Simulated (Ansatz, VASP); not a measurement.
# One calculation of GeSb2O, two programs

```
Ge Sb O
1.0
     2.88638   -3.16086    0.00000
     2.88638    3.16086    0.00000
     0.00000    0.00000    4.63369
Ge Sb O
1 2 1
Direct
  0.50000 0.50000 0.00000
  0.24918 0.75082 0.50000
  0.75082 0.24918 0.50000
  0.00000 0.00000 0.50000
```

Alike in both runs: task single point; functional PBE; k mesh 4 × 4 × 4; occupations gaussian, width 0.1 eV; no spin polarisation.

```csv
,VASP,Ansatz
version,VASP 6.6.1,Ansatz 0.2.0
potentials or method,"VASP PAW PBE potentials, release 64 (Ge_d, Sb_d_GW, O), cutoff 700 eV","scalar-relativistic, plane waves, PAW"
valence electrons in the cell,50,50
```

|  | VASP | Ansatz | Ansatz less VASP |
| --- | --- | --- | --- |
| gap on the k mesh at the Fermi level (eV) | none | none | - |
| rms of the force components (eV/Å) | 9.052 | 8.871 | -0.1803 |

Atom by atom the forces differ by 0.180 eV/Å (rms over components). A gap of «none» marks a metal or a gap that the smearing closes. With one functional, cell and mesh, what is left measures potentials, basis and numerics.

The k mesh is coarse, so the values compare programs but aren't converged. Spin-orbit coupling is off throughout.
